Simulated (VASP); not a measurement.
A run of VASP 6.6.1:

The input INCAR:

```
SYSTEM = SrTiO3
  ALGO = Normal
  EDIFF = 1E-8
  ENCUT = 600
  GGA = CA
  GGA_COMPAT = .FALSE.
  IBRION = 8
  ISIF = 2
  ISMEAR = 0
  LASPH = .TRUE.
  LCHARG = .TRUE.
  LEPSILON = .TRUE.
  LREAL = .FALSE.
  LWAVE = .FALSE.
  NBANDS = 28
  NELM = 120
  NSW = 1
  PREC = Accurate
  SIGMA = 0.01
```

The input KPOINTS:

```
k-points
0
G
  6 6 6
  0 0 0
```

File POSCAR:

```
SrTiO3
1.0
    3.8547715947      0.0000000000      0.0000000000
    0.0000000000      3.8547715947      0.0000000000
    0.0000000000      0.0000000000      3.8547715947
Sr Ti O
1 1 3
Direct
    0.0000000000      0.0000000000      0.0000000000
    0.5000000000      0.5000000000      0.5000000000
    0.5000000000      0.0000000000      0.5000000000
    0.5000000000      0.5000000000      0.0000000000
    0.0000000000      0.5000000000      0.5000000000
```

Potentials or basis: VASP PAW LDA potentials, release 64 (Sr_sv, Ti_sv, O).

The run is started by

```bash
$ cat potpaw_LDA.64/Sr_sv/POTCAR potpaw_LDA.64/Ti_sv/POTCAR potpaw_LDA.64/O/POTCAR > POTCAR
$ mpirun -np 1 vasp_std > vasp.out
```

Hardware: 1 thread of Intel Xeon 8259CL (shared host).

**Question.** Estimate the wall time of this run.

**Answer.** It took 46 min on 1 thread of Intel Xeon 8259CL (shared host), peak memory 0.53 GiB. Counts: scf iterations 377, k points 20.
